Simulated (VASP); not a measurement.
Runs of VASP 6.6.1 on GaN. The structure is that of space group P6_3mc (No. 186), or close to it. The cells are those of the table. 

```tsv
cell	gap on the mesh (eV)	pressure (GPa)	largest force (eV/Å)
a = 3.183, b = 3.183, c = 5.339 Å, angles 90.0, 90.0, 120.0°, 4 atoms	2.05	-4.1	0.21
a = 3.231, b = 3.231, c = 5.339 Å, angles 90.0, 90.0, 120.0°, 4 atoms	(a)	(c)	0.08
a = 3.279, b = 3.279, c = 5.028 Å, angles 90.0, 90.0, 120.0°, 4 atoms	2.11	-3.5	0.71
a = 3.231, b = 3.231, c = 5.184 Å, angles 90.0, 90.0, 120.0°, 4 atoms	(d)	-4.5	0.14
a = 3.231, b = 3.231, c = 5.261 Å, angles 90.0, 90.0, 120.0°, 4 atoms	2.03	-7.0	-
a = 3.279, b = 3.279, c = 5.184 Å, angles 90.0, 90.0, 120.0°, 4 atoms	1.94	-9.2	0.25
a = 3.279, b = 3.279, c = 5.106 Å, angles 90.0, 90.0, 120.0°, 4 atoms	2.03	(b)	0.46
```

Alike in all rows: task single point; level r2SCAN; potentials or basis VASP PAW PBE potentials, release 64 (Ga_d, N); no spin polarisation; k mesh 12 × 12 × 6; cutoff (eV) 520; smearing gaussian 0.05 eV.

Question: Fill in the values left out.

Answer: (a) 1.89; (b) -6.5; (c) -9.3; (d) 2.16.

Caveats: the PAW data sets were made with another functional, which shifts forces and pressure a little; the cell stands under tension (at least some runs); the stress differs along the axes, from -11 to -1 GPa (at least some runs); the stress differs along the axes, from -11 to 12 GPa (at least some runs); the stress differs along the axes, from -6 to -1 GPa (at least some runs); the stress differs along the axes, from -13 to -2 GPa (at least some runs); the stress differs along the axes, from -12 to 4 GPa (at least some runs).

A k mesh can miss the band edges, and the runs leave out spin-orbit coupling on Ga.
